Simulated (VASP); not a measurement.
# AlNi (P4/mmm) in VASP: notebook

The runs below take AlNi through single point, with PBEsol.

Everything below comes from runs of VASP 6.6.1. Logs are shortened: lines on timing, memory, paths and dates and some standing lists are left out, and cuts for length are marked.

### Step 1. The cell of the first run

It takes space group P4/mmm (No. 123, tetragonal). The conventional cell has a = 2.996 Å, b = 2.996 Å, c = 2.651 Å, α = 90.00°, β = 90.00°, γ = 90.00°. Within 3.3 Å of Al (site symmetry 4/mmm) lie 8 Ni at 2.50 Å and 6 Al at 2.65 to 3.00 Å. Ni (site symmetry 4/mmm) has 8 Al at 2.50 Å and 6 Ni at 2.65 to 3.00 Å within 3.3 Å.

### Step 2. Single point, PBEsol (strain +0.040 along x and y, -0.080 along z)

The input, INCAR:

```
SYSTEM = AlNi
  PREC = Accurate
  ENCUT = 520
  EDIFF = 1E-6
  ISMEAR = 0
  SIGMA = 0.15
  LREAL = .FALSE.
  LASPH = .TRUE.
  NELM = 60
  ALGO = Normal
  ISIF = 2
  LWAVE = .FALSE.
  LCHARG = .FALSE.
  GGA = PS
  NBANDS = 14
```

The input, KPOINTS:

```
regular mesh
0
G
  16 16 16
  0 0 0
```

The input, POSCAR:

```
AlNi
1.0
    2.9962400000      0.0000000000      0.0000000000
    0.0000000000      2.9962400000      0.0000000000
    0.0000000000      0.0000000000      2.6505200000
Al Ni
1 1
Direct
    0.0000000000      0.0000000000      0.0000000000
    0.5000000000      0.5000000000      0.5000000000
```

Potentials or basis: VASP PAW PBE potentials, release 64 (Al, Ni).

Started as:

```bash
> cat potpaw_PBE.64/Al/POTCAR potpaw_PBE.64/Ni/POTCAR > POTCAR
> mpirun -np 1 vasp_std > vasp.out
```

OUTCAR:

```text
SYSTEM = AlNi
   PREC = Accurate
   ENCUT = 520
   EDIFF = 1E-6
   ISMEAR = 0
   LREAL = .FALSE.
   LASPH = .TRUE.
   NELM = 60
   ISIF = 2
   GGA = PS

 ion  position               nearest neighbor table
   1  0.000  0.000  0.000-   2 2.50   2 2.50   2 2.50   2 2.50   2 2.50   2 2.50   2 2.50   2 2.50

   2  0.500  0.500  0.500-   1 2.50   1 2.50   1 2.50   1 2.50   1 2.50   1 2.50   1 2.50   1 2.50

  LATTYP: Found a simple tetragonal cell.
 ALAT       =     2.9962400000
 C/A-ratio  =     0.8846153846

  Lattice vectors:

 A1 = (   2.9962400000,   0.0000000000,   0.0000000000)
 A2 = (   0.0000000000,   2.9962400000,   0.0000000000)
 A3 = (   0.0000000000,   0.0000000000,   2.6505200000)

Analysis of symmetry for initial positions (statically):
=====================================================================
 Subroutine PRICEL returns:
 Original cell was already a primitive cell.

 Routine SETGRP: Setting up the symmetry group for a
 simple tetragonal supercell.

 Subroutine GETGRP returns: Found 16 space group operations
 (whereof 16 operations were pure point group operations)
 out of a pool of 16 trial point group operations.

The static configuration has the point symmetry D_4h.

Analysis of symmetry for dynamics (positions and initial velocities):
=====================================================================
 Subroutine PRICEL returns:
 Original cell was already a primitive cell.

 Routine SETGRP: Setting up the symmetry group for a
 simple tetragonal supercell.

 Subroutine GETGRP returns: Found 16 space group operations
 (whereof 16 operations were pure point group operations)
 out of a pool of 16 trial point group operations.

The dynamic configuration has the point symmetry D_4h.

 Subroutine INISYM returns: Found 16 space group operations
 (whereof 16 operations are pure point group operations),
 and found     1 'primitive' translations

----------------------------------------------------------------------------------------

                                     Primitive cell

  volume of cell :      23.7949

  direct lattice vectors                    reciprocal lattice vectors
     2.996240000  0.000000000  0.000000000     0.333751635  0.000000000  0.000000000
     0.000000000  2.996240000  0.000000000     0.000000000  0.333751635  0.000000000
     0.000000000  0.000000000  2.650520000     0.000000000  0.000000000  0.377284457

  length of vectors
     2.996240000  2.996240000  2.650520000     0.333751635  0.333751635  0.377284457

  position of ions in fractional coordinates (direct lattice)
     0.000000000  0.000000000  0.000000000
     0.500000000  0.500000000  0.500000000

[... 85 lines left out ...]
   TEBEG  =    0.0;   TEEND  =   0.0 temperature during run
   PSTRESS=    0.0 pullay stress
   NELECT =      13.0000    total number of electrons
   NUPDOWN=      -1.0000    fix difference up-down
   EMIN   =  10.00;   EMAX   =-10.00  energy-range for DOS
   EFERMI =   0.00;   METHOD = LEGACY
   ISMEAR =     0;   SIGMA  =   0.15  broadening in eV -4-tet -1-fermi 0-gaus
   EFERMI_NEDOS =   21; number of points for ismear=-14 and -15
   IALGO  =     38    algorithm
   IMIX   =      4    mixing-type and parameters
     AMIX     =   0.40;   BMIX     =  1.00
     AMIX_MAG =   1.60;   BMIX_MAG =  1.00
  volume/ion in A,a.u.               =      11.90        80.29
  Fermi-wavevector in a.u.,A,eV,Ry     =   1.338324  2.529065 24.369538  1.791110
  Thomas-Fermi vector in A             =   2.466803
   LORBIT       =      0    0 simple, 1 ext, 2 COOP (PROOUT), +10 PAW based schemes
   GGA     = PS    functional components
   LHFCALC =     F    Hartree Fock is set to
   AEXX    =    0.0000 exact exchange contribution
   IVDW    =     0    specifies the selected vdW correction
   LEPSILON=     F    determine dielectric tensor
   LRPA    =     F    only Hartree local field effects (RPA)
 non-spin polarized calculation
 Gauss-broadening in eV      SIGMA  =   0.15
  energy-cutoff  :      520.00
  volume of cell :       23.79
 maximum number of plane-waves:       661
 NGX is ok and might be reduce to    24
   NGX = 11   NGY = 11   NGZ =  9

 number of electron      12.9999983 magnetization

 Free energy of the ion-electron system (eV)
  ---------------------------------------------------
  ext. energy  EPLUGINS =         0.00000000
  ---------------------------------------------------
  free energy    TOTEN  =       -11.51347976 eV

  energy without entropy =      -11.50222456  energy(sigma->0) =      -11.50785216

 E-fermi :   9.9779     XC(G=0): -12.1893

 val. band max:        9.9758992458   @ k =   0.0000   0.0000   0.4375
 cond. band min:       9.9796063499   @ k =   0.3125   0.0000   0.3750
 fundamental gap:      0.0037071041
 Fermi energy:         9.9778698521

 k-point     1 :       0.0000    0.0000    0.0000
  band No.  band energies     occupation
      1      -1.2164      2.00000
      2       6.6466      2.00000
      3       6.6629      2.00000
      4       8.1761      2.00000
      5       8.5561      2.00000
      6       8.5561      2.00000
      7      14.0651      0.00000
      8      14.0651      0.00000
      9      17.5917      0.00000
     10      17.9044      0.00000
     11      18.6819      0.00000
     12      24.5282      0.00000
     13      29.0735      0.00000
     14      31.2487      0.00000
[... 377 lines left out ...]
      1       2.7517      2.00000
      2       3.2474      2.00000
      3       7.0620      2.00000
      4       7.3703      2.00000
      5       8.1572      2.00000
      6       8.5538      2.00000
      7       9.0104      2.00000
      8      15.9006      0.00000
      9      16.6223      0.00000
     10      21.2375      0.00000
     11      23.2119      0.00000
     12      23.3366      0.00000
     13      25.5868      0.00000
     14      26.3375      0.00000

 [... further k-points ...]
[... 5 lines left out ...]
  --------------------------------------------------------------------------------------
  -------------------------------------------------------------------------------------
  Total       -0.8678556     -0.8678556      1.2210101      0.0000000      0.0000000      0.0000000
  in kB      -58.4350940    -58.4350940     82.2139551      0.0000000      0.0000000      0.0000000
  external PRESSURE =     -11.5520777 kB  Pullay stress =       0.0000000 kB

 VOLUME and BASIS-vectors are now :
 -----------------------------------------------------------------------------
  energy-cutoff  :      520.00
  volume of cell :       23.79
      direct lattice vectors                 reciprocal lattice vectors
     2.996240000  0.000000000  0.000000000     0.333751635  0.000000000  0.000000000
     0.000000000  2.996240000  0.000000000     0.000000000  0.333751635  0.000000000
     0.000000000  0.000000000  2.650520000     0.000000000  0.000000000  0.377284457

 POSITION                                       TOTAL-FORCE (eV/Angst)
 -----------------------------------------------------------------------------------
      0.00000      0.00000      0.00000         0.000000      0.000000      0.000000
      1.49812      1.49812      1.32526         0.000000      0.000000      0.000000
 -----------------------------------------------------------------------------------
    total drift:                                0.000000     -0.000000     -0.000000

  FREE ENERGIE OF THE ION-ELECTRON SYSTEM (eV)
  ---------------------------------------------------
  free  energy   TOTEN  =       -11.5134797597 eV

  energy  without entropy=      -11.5022245642  energy(sigma->0) =      -11.50785216
```

OSZICAR:

```text
N       E                     dE             d eps       ncg     rms          rms(c)
DAV:   1     0.398483341517E+02    0.39848E+02   -0.54156E+03 11518   0.971E+02
DAV:   2    -0.114488383732E+02   -0.51297E+02   -0.46423E+02 12174   0.180E+02
DAV:   3    -0.131900129311E+02   -0.17412E+01   -0.17272E+01 14328   0.366E+01
DAV:   4    -0.132127744536E+02   -0.22762E-01   -0.22756E-01 13552   0.384E+00
DAV:   5    -0.132134588804E+02   -0.68443E-03   -0.68441E-03 14534   0.717E-01    0.130E+01
DAV:   6    -0.155276150697E+02   -0.23142E+01   -0.53820E+01 13182   0.103E+02    0.171E+01
DAV:   7    -0.115531596767E+02    0.39745E+01   -0.15392E+01 13692   0.605E+01    0.125E+00
DAV:   8    -0.115290347867E+02    0.24125E-01   -0.37504E-01 14230   0.669E+00    0.103E+00
DAV:   9    -0.115141684548E+02    0.14866E-01   -0.50978E-02 14750   0.288E+00    0.256E-01
DAV:  10    -0.115134912005E+02    0.67725E-03   -0.38853E-03 15176   0.852E-01    0.779E-02
DAV:  11    -0.115134805166E+02    0.10684E-04   -0.16728E-04 16590   0.124E-01    0.228E-02
DAV:  12    -0.115134797597E+02    0.75695E-06   -0.28478E-06 13642   0.192E-02
   1 F= -.11513480E+02 E0= -.11507852E+02  d E =-.112552E-01
```

stdout:

```text
POSCAR found type information on POSCAR AlNi
 POSCAR found :  2 types and       2 ions
 scaLAPACK will be used
 -----------------------------------------------------------------------------
|                                                                             |
|                                                                             |
|     You enforced a specific xc type in the INCAR file but a different       |
|     I HOPE YOU KNOW WHAT YOU ARE DOING!                                     |
|                                                                             |
 -----------------------------------------------------------------------------

 LDA part: xc-table for (Slater+PW92), standard interpolation
 POSCAR, INCAR and KPOINTS ok, starting setup
 FFT: planning ... GRIDC
 FFT: planning ... GRID_SOFT
 FFT: planning ... GRID
 WAVECAR not read
 entering main loop
```

Wall time 64 s (1 thread of AMD EPYC 9R45 (Zen 5), shared host); peak memory 0.22 GiB.

What came out:

* Free energy: -11.5135 eV
* Pressure: -1.2 GPa

Caveat: the cell differs from its parent crystal (strain +0.040 along x and y, -0.080 along z); the PAW data sets were made with another functional, which shifts forces and pressure a little.

### Step 3. Single point, PBEsol (strain +0.080 along x and y, -0.080 along z)

The input, INCAR:

```
ALGO     = Normal         # electronic algorithm
EDIFF    = 1E-6           # SCF threshold, eV
ENCUT    = 520            # plane-wave cutoff, eV
GGA      = PS             # functional
ISIF     = 2              # what is computed and relaxed
ISMEAR   = 0              # smearing method
LASPH    = True           # aspherical terms in the spheres
LCHARG   = True           # write CHGCAR
LELF     = True           # ELF
LREAL    = False          # projectors in reciprocal space
LVHAR    = True         
LWAVE    = False          # write WAVECAR
NBANDS   = 14             # bands
NELM     = 80             # most SCF steps
PREC     = Accurate       # precision mode
SIGMA    = 0.15           # smearing width, eV
```

The input, KPOINTS:

```
k-points
0
Gamma
  16 16 16
```

The input, POSCAR:

```
AlNi
1.0
    3.1114800000      0.0000000000      0.0000000000
    0.0000000000      3.1114800000      0.0000000000
    0.0000000000      0.0000000000      2.6505200000
Al Ni
1 1
Direct
    0.0000000000      0.0000000000      0.0000000000
    0.5000000000      0.5000000000      0.5000000000
```

Potentials or basis: VASP PAW PBE potentials, release 64 (Al, Ni).

Started as:

```bash
> cat potpaw_PBE.64/Al/POTCAR potpaw_PBE.64/Ni/POTCAR > POTCAR
> mpirun -np 1 vasp_std > vasp.out
```

OUTCAR:

```text
EDIFF = 1E-6
   ENCUT = 520
   GGA = PS
   ISIF = 2
   ISMEAR = 0
   LASPH = True
   LREAL = False
   NELM = 80
   PREC = Accurate

 ion  position               nearest neighbor table
   1  0.000  0.000  0.000-   2 2.57   2 2.57   2 2.57   2 2.57   2 2.57   2 2.57   2 2.57   2 2.57

   2  0.500  0.500  0.500-   1 2.57   1 2.57   1 2.57   1 2.57   1 2.57   1 2.57   1 2.57   1 2.57

  LATTYP: Found a simple tetragonal cell.
 ALAT       =     3.1114800000
 C/A-ratio  =     0.8518518519

  Lattice vectors:

 A1 = (   3.1114800000,   0.0000000000,   0.0000000000)
 A2 = (   0.0000000000,   3.1114800000,   0.0000000000)
 A3 = (   0.0000000000,   0.0000000000,   2.6505200000)

Analysis of symmetry for initial positions (statically):
=====================================================================
 Subroutine PRICEL returns:
 Original cell was already a primitive cell.

 Routine SETGRP: Setting up the symmetry group for a
 simple tetragonal supercell.

 Subroutine GETGRP returns: Found 16 space group operations
 (whereof 16 operations were pure point group operations)
 out of a pool of 16 trial point group operations.

The static configuration has the point symmetry D_4h.

[... 168 lines left out ...]
 k-point     1 :       0.0000    0.0000    0.0000
  band No.  band energies     occupation
      1      -1.6487      2.00000
      2       5.9875      2.00000
      3       6.0202      2.00000
      4       7.3157      2.00000
      5       7.7735      2.00000
      6       7.7735      2.00000
      7      12.4821      0.00000
      8      12.4821      0.00000
      9      16.2240      0.00000
     10      16.2630      0.00000
     11      18.2698      0.00000
     12      22.8635      0.00000
     13      26.8006      0.00000
     14      28.5670      0.00000
[... 377 lines left out ...]
      1       1.9564      2.00000
      2       2.6343      2.00000
      3       6.3173      2.00000
      4       6.5667      2.00000
      5       7.4772      2.00000
      6       7.7727      2.00000
      7       8.0389      2.00000
      8      14.2942      0.00000
      9      15.0226      0.00000
     10      19.6140      0.00000
     11      22.3089      0.00000
     12      22.6506      0.00000
     13      23.9433      0.00000
     14      24.0581      0.00000

 [... further k-points ...]
[... 5 lines left out ...]
  --------------------------------------------------------------------------------------
  -------------------------------------------------------------------------------------
  Total       -2.6193024     -2.6193024     -0.0126930      0.0000000      0.0000000      0.0000000
  in kB     -163.5426776   -163.5426776     -0.7925209      0.0000000      0.0000000      0.0000000
  external PRESSURE =    -109.2926253 kB  Pullay stress =       0.0000000 kB

 VOLUME and BASIS-vectors are now :
 -----------------------------------------------------------------------------
  energy-cutoff  :      520.00
  volume of cell :       25.66
      direct lattice vectors                 reciprocal lattice vectors
     3.111480000  0.000000000  0.000000000     0.321390464  0.000000000  0.000000000
     0.000000000  3.111480000  0.000000000     0.000000000  0.321390464  0.000000000
     0.000000000  0.000000000  2.650520000     0.000000000  0.000000000  0.377284457

 POSITION                                       TOTAL-FORCE (eV/Angst)
 -----------------------------------------------------------------------------------
      0.00000      0.00000      0.00000         0.000000      0.000000      0.000000
      1.55574      1.55574      1.32526         0.000000      0.000000      0.000000
 -----------------------------------------------------------------------------------
    total drift:                                0.000000     -0.000000     -0.000000

  FREE ENERGIE OF THE ION-ELECTRON SYSTEM (eV)
  ---------------------------------------------------
  free  energy   TOTEN  =       -11.3795311206 eV

  energy  without entropy=      -11.3676136123  energy(sigma->0) =      -11.37357237
```

stdout:

```text
POSCAR found type information on POSCAR AlNi
 POSCAR found :  2 types and       2 ions
 scaLAPACK will be used
 -----------------------------------------------------------------------------
|                                                                             |
|                                                                             |
|     You enforced a specific xc type in the INCAR file but a different       |
|     I HOPE YOU KNOW WHAT YOU ARE DOING!                                     |
|                                                                             |
 -----------------------------------------------------------------------------

 LDA part: xc-table for (Slater+PW92), standard interpolation
 POSCAR, INCAR and KPOINTS ok, starting setup
 FFT: planning ... GRIDC
 FFT: planning ... GRID_SOFT
 FFT: planning ... GRID
 WAVECAR not read
 entering main loop
```

Wall time 70 s (1 thread of AMD EPYC 9R45 (Zen 5), shared host); peak memory 0.22 GiB.

What came out:

* Free energy: -11.3795 eV
* Pressure: -10.9 GPa

Caveat: the cell differs from its parent crystal (strain +0.080 along x and y, -0.080 along z); the PAW data sets were made with another functional, which shifts forces and pressure a little. Spin polarisation is off, so any magnetic state and its effect on volume and gap are missing.
